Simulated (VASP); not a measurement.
Crystal: Ti3Se.

```
Se Ti
1.0
     3.19745    0.00000    0.00000
    -1.59872    2.76907    0.00000
     0.00000    0.00000    7.94275
Se Ti
1 3
Direct
  0.00000 0.00000 0.00000
  0.66667 0.33333 0.50000
  0.33333 0.66667 0.77290
  0.33333 0.66667 0.22710
```

Base run:

```yaml
Program: VASP 6.6.1
Functional: PBEsol
Potentials_or_basis: VASP PAW PBE potentials, release 64 (Se, Ti_sv)
Cutoff: 520 eV
k_mesh: 10 × 10 × 4
Occupations: fermi-dirac, width 0.05 eV
Spin: no spin polarisation
Hubbard_terms: Ti d U = 3.0 eV
```

Its results: band gap on the k mesh zero (bands 21 and 22 overlap by 0.70 eV); pressure 0.4 GPa.

**Question.** The run is repeated on the same cell with these changes: functional from PBEsol to PBE. What comes out?

**Answer.** Band gap on the k mesh zero (bands 21 and 22 overlap by 0.70 eV); pressure 4.9 GPa.

PBE binds less tightly than PBEsol, so the same cell stands under more pressure.

Caveats: U without spin polarisation on a metal has little footing; the PAW data sets were made with another functional, which shifts forces and pressure a little (at least some runs); the cell stands under pressure (at least some runs).
